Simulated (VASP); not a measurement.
Here is a VASP 6.6.1 calculation.

Contents of INCAR:

```
PREC     = Accurate       # precision mode
ENCUT    = 700            # plane-wave cutoff, eV
EDIFF    = 1E-6           # SCF threshold, eV
ISMEAR   = 0              # smearing method
SIGMA    = 0.1            # smearing width, eV
LREAL    = False          # projectors in reciprocal space
LASPH    = True           # aspherical terms in the spheres
NELM     = 120            # most SCF steps
ALGO     = Normal         # electronic algorithm
ISIF     = 2              # what is computed and relaxed
LWAVE    = False          # write WAVECAR
LCHARG   = False          # write CHGCAR
GGA      = PE             # functional
NBANDS   = 39             # bands
GGA_COMPAT= False
```

The input KPOINTS:

```
Automatic mesh
0
Gamma
  10 18 10
```

POSCAR

```
ZnCu
1.0
    4.4190027712      0.0000000000      0.0000000000
    0.0000000000      2.6005027077      0.0000000000
    0.0000000000      0.0000000000      5.0627531836
Zn Cu
2 2
Direct
    0.2500000000      0.5000000000      0.1338216904
    0.7500000000      0.5000000000      0.8661783096
    0.7500000000      0.5000000000      0.3736167872
    0.2500000000      0.5000000000      0.6263832128
```

Potentials or basis: VASP PAW PBE potentials, release 64 (Zn, Cu_sv_GW).

The run is started by

```sh
$ cat potpaw_PBE.64/Zn/POTCAR potpaw_PBE.64/Cu_sv_GW/POTCAR > POTCAR
$ mpirun -np 1 vasp_std > vasp.out
```

Problem. What does it give for the pressure?

Solution. -2.1 GPa.

Problem. Predict the band gap on the k mesh.

Solution. Zero (bands 31 and 32 overlap by 5.00 eV).

Problem. What does it give for the largest force?

Solution. 0.014 eV/Å.

Forces on the atoms (eV/Å):
```
Zn   0.000  0.000  0.004
Zn   0.000  0.000 -0.004
Cu   0.000  0.000  0.014
Cu   0.000  0.000 -0.014
```
